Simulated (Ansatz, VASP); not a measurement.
# C: VASP beside Ansatz

```
C
1.0
     2.46565    0.00000    0.00000
    -1.23283    2.13532    0.00000
     0.00000    0.00000   17.50007
C
4
Direct
  0.66667 0.33333 0.25714
  0.33333 0.66667 0.25714
  0.83333 0.66667 0.46343
  0.50000 0.00000 0.46343
```

Alike in both runs: task single point; functional PBE; dispersion D3(BJ); k mesh 15 × 15 × 1; occupations gaussian, width 0.1 eV; no spin polarisation.

```csv
,VASP,Ansatz
version,VASP 6.6.1,Ansatz 0.2.0
potentials or method,"VASP PAW PBE potentials, release 64 (C), cutoff 520 eV","scalar-relativistic, plane waves, PAW"
valence electrons in the cell,16,16
```

|  | VASP | Ansatz | Ansatz less VASP |
| --- | --- | --- | --- |
| gap on the k mesh at the Fermi level (eV) | 0.29 | 0.29 | 0.000 |
| least direct gap on the mesh (eV) | 0.29 | 0.29 | 0.000 |
| rms of the force components (eV/Å) | 0.009 | 0.009 | 0.0000 |

Atom by atom the forces differ by 0.000 eV/Å (rms over components).
